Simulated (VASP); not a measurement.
# Pb (Fm-3m) in VASP: further runs

The runs below take Pb through single point, relaxation of cell and atoms, with PBEsol.

All numbers are computed with VASP 6.6.1; they aren't measurements. Logs are shortened: lines on timing, memory, paths and dates and some standing lists are left out, and cuts for length are marked.

## 1. The cell of the first run

The structure is cubic, space group Fm-3m (No. 225). Conventional cell: a = 4.929 Å, b = 4.929 Å, c = 4.929 Å, α = 90.00°, β = 90.00°, γ = 90.00°. Pb (site symmetry m-3m) has 12 Pb at 3.49 Å within 4.6 Å.

## 2. Single point, PBEsol

Input file INCAR:

```
  PREC = Accurate
  ENCUT = 520
  EDIFF = 1E-6
  ISMEAR = -1
  SIGMA = 0.05
  LREAL = False
  LASPH = True
  NELM = 80
  ALGO = Normal
  ISIF = 2
  LWAVE = False
  LCHARG = False
  GGA = PS
  NBANDS = 13
```

Input file KPOINTS:

```
Automatic mesh
0
Gamma
  9 9 9
```

Input file POSCAR:

```
Pb
1.0
    0.0000000000      2.4646339254      2.4646339254
    2.4646339254      0.0000000000      2.4646339254
    2.4646339254      2.4646339254      0.0000000000
Pb
1
Direct
    0.0000000000      0.0000000000      0.0000000000
```

Potentials or basis: VASP PAW PBE potentials, release 64 (Pb_d).

Command:

```console
$ cat potpaw_PBE.64/Pb_d/POTCAR > POTCAR
$ mpirun -np 1 vasp_std > vasp.out
```

OUTCAR:

```text
PREC = Accurate
   ENCUT = 520
   EDIFF = 1E-6
   ISMEAR = -1
   LREAL = False
   LASPH = True
   NELM = 80
   ISIF = 2
   GGA = PS

 ion  position               nearest neighbor table
   1  0.000  0.000  0.000-

  LATTYP: Found a face centered cubic cell.
 ALAT       =     4.9292678508

  Lattice vectors:

 A1 = (   0.0000000000,   2.4646339254,   2.4646339254)
 A2 = (   2.4646339254,   0.0000000000,   2.4646339254)
 A3 = (   2.4646339254,   2.4646339254,   0.0000000000)

Analysis of symmetry for initial positions (statically):
[... 5 lines left out ...]
 face centered cubic supercell.

 Subroutine GETGRP returns: Found 48 space group operations
 (whereof 48 operations were pure point group operations)
 out of a pool of 48 trial point group operations.

The static configuration has the point symmetry O_h .

Analysis of symmetry for dynamics (positions and initial velocities):
[... 5 lines left out ...]
 face centered cubic supercell.

 Subroutine GETGRP returns: Found 48 space group operations
 (whereof 48 operations were pure point group operations)
 out of a pool of 48 trial point group operations.

The dynamic configuration has the point symmetry O_h .

 Subroutine INISYM returns: Found 48 space group operations
 (whereof 48 operations are pure point group operations),
 and found     1 'primitive' translations

----------------------------------------------------------------------------------------

                                     Primitive cell

  volume of cell :      29.9424

  direct lattice vectors                    reciprocal lattice vectors
     0.000000000  2.464633925  2.464633925    -0.202869885  0.202869885  0.202869885
     2.464633925  0.000000000  2.464633925     0.202869885 -0.202869885  0.202869885
     2.464633925  2.464633925  0.000000000     0.202869885  0.202869885 -0.202869885

  length of vectors
     3.485518724  3.485518724  3.485518724     0.351380947  0.351380947  0.351380947

  position of ions in fractional coordinates (direct lattice)
     0.000000000  0.000000000  0.000000000

  ion indices of the primitive-cell ions
   primitive index   ion index
                 1           1

----------------------------------------------------------------------------------------

 KPOINTS: Automatic mesh

Automatic generation of k-mesh.
 Grid dimensions read from file:
 generate k-points for:    9    9    9

 Generating k-lattice:

  Cartesian coordinates                     Fractional coordinates (reciprocal lattice)
    -0.022541098  0.022541098  0.022541098     0.111111111  0.000000000  0.000000000
     0.022541098 -0.022541098  0.022541098     0.000000000  0.111111111  0.000000000
     0.022541098  0.022541098 -0.022541098     0.000000000  0.000000000  0.111111111

  Length of vectors
     0.039042327  0.039042327  0.039042327

  Shift w.r.t. Gamma in fractional coordinates (k-lattice)
     0.000000000  0.000000000  0.000000000

 Subroutine IBZKPT returns following result:
 ===========================================

 Found     35 irreducible k-points:

 Following reciprocal coordinates:
            Coordinates               Weight
  0.000000  0.000000  0.000000      1.000000
  0.111111  0.000000  0.000000      8.000000
  0.222222  0.000000  0.000000      8.000000
  0.333333  0.000000  0.000000      8.000000
  0.444444  0.000000  0.000000      8.000000
  0.111111  0.111111  0.000000      6.000000
[... 16 lines left out ...]
 -0.333333  0.333333  0.000000     12.000000
  0.444444  0.444444  0.000000      6.000000
 [... further k-points ...]
   k-points           NKPTS =     35   k-points in BZ     NKDIM =     35   number of bands    NBANDS=     13
   number of dos      NEDOS =    301   number of ions     NIONS =      1
   total plane-waves  NPLWV =  21952
   dimension x,y,z NGX =    28 NGY =   28 NGZ =   28
   dimension x,y,z NGXF=    56 NGYF=   56 NGZF=   56
   ions per type =               1
   NGX,Y,Z   is equivalent  to a cutoff of  13.35, 13.35, 13.35 a.u.
   NGXF,Y,Z  is equivalent  to a cutoff of  26.71, 26.71, 26.71 a.u.
 SYSTEM =  unknown system
   PREC   = accura    normal or accurate (medium, high low for compatibility)
   ISTART =      0    job   : 0-new  1-cont  2-samecut
   ICHARG =      2    charge: 1-file 2-atom 10-const
   ISPIN  =      1    spin polarized calculation?
   LNONCOLLINEAR =      F non collinear calculations
   LSORBIT =      F    spin-orbit coupling
   LASPH  =      T    aspherical Exc in radial PAW
   ENCUT  =  520.0 eV  38.22 Ry    6.18 a.u.   6.48  6.48  6.48*2*pi/ulx,y,z
   NELM   =     80;   NELMIN=  2; NELMDL= -5     # of ELM steps
   EDIFF  = 0.1E-05   stopping-criterion for ELM
   LREAL  =      F    real-space projection
   EDIFFG = 0.1E-04   stopping-criterion for IOM
   NSW    =      0    number of steps for IOM
   IBRION =     -1    ionic relax: 0-MD 1-quasi-New 2-CG
   NFREE  =      0    steps in history (QN), initial steepest desc. (CG)
   ISIF   =      2    stress and relaxation
   ISYM   =      2    0-nonsym 1-usesym 2-fastsym
   POTIM  = 0.5000    time-step for ionic-motion
   TEBEG  =    0.0;   TEEND  =   0.0 temperature during run
   PSTRESS=    0.0 pullay stress
   NELECT =      14.0000    total number of electrons
   NUPDOWN=      -1.0000    fix difference up-down
   EMIN   =  10.00;   EMAX   =-10.00  energy-range for DOS
   EFERMI =   0.00;   METHOD = LEGACY
   ISMEAR =    -1;   SIGMA  =   0.05  broadening in eV -4-tet -1-fermi 0-gaus
   EFERMI_NEDOS =   21; number of points for ismear=-14 and -15
   IALGO  =     38    algorithm
   IMIX   =      4    mixing-type and parameters
     AMIX     =   0.40;   BMIX     =  1.00
     AMIX_MAG =   1.60;   BMIX_MAG =  1.00
  volume/ion in A,a.u.               =      29.94       202.06
  Fermi-wavevector in a.u.,A,eV,Ry     =   1.270638  2.401157 21.966882  1.614520
  Thomas-Fermi vector in A             =   2.403614
   LORBIT       =      0    0 simple, 1 ext, 2 COOP (PROOUT), +10 PAW based schemes
   GGA     = PS    functional components
   LHFCALC =     F    Hartree Fock is set to
   AEXX    =    0.0000 exact exchange contribution
   IVDW    =     0    specifies the selected vdW correction
   LEPSILON=     F    determine dielectric tensor
   LRPA    =     F    only Hartree local field effects (RPA)
 non-spin polarized calculation
  energy-cutoff  :      520.00
  volume of cell :       29.94
 maximum number of plane-waves:       869
 NGX is ok and might be reduce to    28
   NGX = 13   NGY = 13   NGZ = 13

 number of electron      13.9999999 magnetization

 Free energy of the ion-electron system (eV)
  ---------------------------------------------------
  ext. energy  EPLUGINS =         0.00000000
  ---------------------------------------------------
  free energy    TOTEN  =        -4.01801831 eV

  energy without entropy =       -4.01496607  energy(sigma->0) =       -4.01649219

 E-fermi :   7.0835     XC(G=0): -10.4027

 val. band max:        6.8596632727   @ k =  -0.3333   0.3333   0.1111
 cond. band min:       7.0876734270   @ k =  -0.2222   0.3333   0.1111
 fundamental gap:      0.2280101543
 Fermi energy:         7.0834894716

 k-point     1 :       0.0000    0.0000    0.0000
  band No.  band energies     occupation
      1      -9.7573      2.00000
      2      -9.7573      2.00000
      3      -9.7573      2.00000
      4      -9.6096      2.00000
      5      -9.6096      2.00000
      6      -4.6135      2.00000
      7      14.7528      0.00000
      8      14.7528      0.00000
      9      14.7528      0.00000
     10      17.0131      0.00000
     11      18.7186      0.00000
     12      19.8140      0.00000
     13      19.8140      0.00000

 k-point     2 :       0.1111    0.0000    0.0000
  band No.  band energies     occupation
      1      -9.7580      2.00000
      2      -9.7400      2.00000
      3      -9.7400      2.00000
      4      -9.6096      2.00000
      5      -9.6096      2.00000
      6      -4.3723      2.00000
      7      12.3524      0.00000
      8      14.4665      0.00000
      9      14.4665      0.00000
     10      16.6396      0.00000
     11      19.6683      0.00000
     12      20.3262      0.00000
     13      20.3262      0.00000

 k-point     3 :       0.2222    0.0000    0.0000
  band No.  band energies     occupation
      1      -9.7643      2.00000
      2      -9.7195      2.00000
      3      -9.7195      2.00000
      4      -9.5861      2.00000
      5      -9.5861      2.00000
      6      -3.6496      2.00000
      7       8.8431      0.00000
      8      13.8579      0.00000
      9      13.8579      0.00000
     10      16.3131      0.00000
     11      19.1532      0.00000
     12      19.9297      0.00000
     13      19.9297      0.00000

 k-point     4 :       0.3333    0.0000    0.0000
  band No.  band energies     occupation
      1      -9.7774      2.00000
      2      -9.7295      2.00000
      3      -9.7295      2.00000
      4      -9.5246      2.00000
      5      -9.5246      2.00000
      6      -2.4868      2.00000
      7       5.6853      2.00000
      8      13.2750      0.00000
      9      13.2750      0.00000
     10      16.2214      0.00000
     11      17.8591      0.00000
     12      19.0278      0.00000
     13      19.0278      0.00000

 k-point     5 :       0.4444    0.0000    0.0000
  band No.  band energies     occupation
      1      -9.7888      2.00000
      2      -9.7435      2.00000
      3      -9.7435      2.00000
      4      -9.4759      2.00000
      5      -9.4759      2.00000
      6      -1.1884      2.00000
      7       3.3665      2.00000
      8      12.9299      0.00000
      9      12.9299      0.00000
     10      16.3831      0.00000
     11      16.9995      0.00000
     12      18.5706      0.00000
     13      18.5706      0.00000

 k-point     6 :       0.1111    0.1111    0.0000
  band No.  band energies     occupation
      1      -9.7775      2.00000
      2      -9.7215      2.00000
      3      -9.7215      2.00000
      4      -9.6311      2.00000
      5      -9.5945      2.00000
      6      -4.2921      2.00000
      7      13.0616      0.00000
      8      13.5517      0.00000
      9      13.5517      0.00000
     10      16.1793      0.00000
     11      18.8129      0.00000
     12      21.0875      0.00000
     13      21.2061      0.00000

 k-point     7 :       0.2222    0.1111    0.0000
  band No.  band energies     occupation
      1      -9.7872      2.00000
      2      -9.6964      2.00000
      3      -9.6897      2.00000
      4      -9.6377      2.00000
      5      -9.5693      2.00000
      6      -3.7298      2.00000
      7      10.0403      0.00000
      8      12.7117      0.00000
      9      13.2245      0.00000
     10      16.3539      0.00000
     11      17.5538      0.00000
     12      20.5675      0.00000
     13      21.6762      0.00000
[... 193 lines left out ...]
 k-point    20 :       0.3333    0.3333    0.0000
  band No.  band energies     occupation
      1      -9.8868      2.00000
      2      -9.7726      2.00000
      3      -9.5186      2.00000
      4      -9.5186      2.00000
      5      -9.5127      2.00000
      6      -1.7730      2.00000
      7       7.2346      0.09284
      8      10.1882      0.00000
      9      10.1882      0.00000
     10      13.5743      0.00000
     11      14.3414      0.00000
     12      25.3614      0.00000
     13      25.5162      0.00000

 k-point    21 :       0.4444    0.3333    0.0000
  band No.  band energies     occupation
      1      -9.8867      2.00000
      2      -9.7903      2.00000
      3      -9.5283      2.00000
      4      -9.4942      2.00000
      5      -9.4600      2.00000
      6      -0.7254      2.00000
      7       5.6659      2.00000
      8       8.6563      0.00000
      9       9.8784      0.00000
     10      13.5095      0.00000
     11      15.3236      0.00000
     12      24.3380      0.00000
     13      24.6333      0.00000

 k-point    22 :      -0.4444    0.3333    0.0000
  band No.  band energies     occupation
      1      -9.8544      2.00000
      2      -9.7476      2.00000
      3      -9.5473      2.00000
      4      -9.5267      2.00000
      5      -9.4628      2.00000
      6       0.2189      2.00000
      7       4.7592      2.00000
      8       6.7689      1.99631
      9      10.1357      0.00000
     10      13.6919      0.00000
     11      17.9455      0.00000
     12      23.4491      0.00000
     13      23.6032      0.00000

 k-point    23 :      -0.3333    0.3333    0.0000
  band No.  band energies     occupation
      1      -9.8160      2.00000
      2      -9.6506      2.00000
      3      -9.6014      2.00000
      4      -9.5765      2.00000
      5      -9.5092      2.00000
      6       0.0690      2.00000
      7       5.3901      2.00000
      8       5.6595      2.00000
      9      10.9305      0.00000
     10      14.1841      0.00000
     11      21.0812      0.00000
     12      22.7133      0.00000
     13      22.7160      0.00000

 k-point    24 :       0.4444    0.4444    0.0000
  band No.  band energies     occupation
      1      -9.9244      2.00000
      2      -9.8292      2.00000
      3      -9.4840      2.00000
      4      -9.4439      2.00000
      5      -9.4439      2.00000
      6       0.0738      2.00000
      7       4.4858      2.00000
      8       9.3951      0.00000
      9       9.3951      0.00000
     10      12.7397      0.00000
     11      13.9732      0.00000
     12      25.5928      0.00000
     13      27.3672      0.00000

 [... further k-points ...]
[... 5 lines left out ...]
  --------------------------------------------------------------------------------------
  -------------------------------------------------------------------------------------
  Total       -0.0186877     -0.0186877     -0.0186877      0.0000000      0.0000000      0.0000000
  in kB       -0.9999520     -0.9999520     -0.9999520      0.0000000      0.0000000      0.0000000
  external PRESSURE =      -0.9999520 kB  Pullay stress =       0.0000000 kB

 VOLUME and BASIS-vectors are now :
 -----------------------------------------------------------------------------
  energy-cutoff  :      520.00
  volume of cell :       29.94
      direct lattice vectors                 reciprocal lattice vectors
     0.000000000  2.464633925  2.464633925    -0.202869885  0.202869885  0.202869885
     2.464633925  0.000000000  2.464633925     0.202869885 -0.202869885  0.202869885
     2.464633925  2.464633925  0.000000000     0.202869885  0.202869885 -0.202869885

 POSITION                                       TOTAL-FORCE (eV/Angst)
 -----------------------------------------------------------------------------------
      0.00000      0.00000      0.00000         0.000000     -0.000000      0.000000
 -----------------------------------------------------------------------------------
    total drift:                               -0.000000     -0.000000     -0.000000

  FREE ENERGIE OF THE ION-ELECTRON SYSTEM (eV)
  ---------------------------------------------------
  free  energy   TOTEN  =        -4.0180183084 eV

  energy  without entropy=       -4.0149660658  energy(sigma->0) =       -4.01649219
```

Wall time 18 s (1 thread of Intel Xeon 8259CL, shared host); peak memory 0.16 GiB.

Results:

```yaml
Free_energy: -4.0180 eV
Pressure: -0.1 GPa
Band_gap_on_the_k_mesh: zero (band 7 reaches 14.75 eV, above the bottom of band 8 at 5.66 eV)
```

Caveat: the PAW data sets were made with another functional, which shifts forces and pressure a little; spin-orbit coupling is left out, which moves the levels of the heavy elements.

(Part 1 of 2 ends here.)
